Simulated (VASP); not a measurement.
The system is CsCl.

```xyz
2
Lattice="4.1230 0.0000 0.0000 0.0000 4.1230 0.0000 0.0000 0.0000 4.1230" Properties=species:S:1:pos:R:3 pbc="T T T"
Cs    0.0000    0.0000    0.0000
Cl    2.0615    2.0615    2.0615
```

Base run:

* Program: VASP 6.6.1
* Functional: PBEsol
* Potentials or basis: VASP PAW PBE potentials, release 64 (Cs_sv, Cl)
* Cutoff: 400 eV
* k mesh: 6 × 6 × 6
* Occupations: fermi-dirac, width 0.03 eV
* Spin: no spin polarisation

Its results: band gap on the k mesh 5.05 eV, direct; pressure -0.6 GPa.

Problem. After a change of settings the same cell gave: band gap on the k mesh 5.90 eV, direct; pressure 0.2 GPa. Which change was it?
A. functional from PBEsol to PBE
B. cutoff from 400 eV to 500 eV; further incar settings from ALGO = Normal; EDIFF = 1e-08; NBANDS = 15 to ALGO = Normal; EDIFF = 1e-06; NBANDS = 15
C. functional from PBEsol to PBE; cutoff from 400 eV to 500 eV; further incar settings from ALGO = Normal; EDIFF = 1e-08; NBANDS = 15 to ALGO = Normal; EDIFF = 1e-06; NBANDS = 15
D. functional from PBEsol to r2SCAN; cutoff from 400 eV to 440 eV

Solution. D.

r2SCAN gives the wider gap, since meta-GGAs in the generalised Kohn-Sham scheme recover part of the derivative discontinuity.

Caveats: the PAW data sets were made with another functional, which shifts forces and pressure a little; spin-orbit coupling is left out, which moves the levels of the heavy elements.
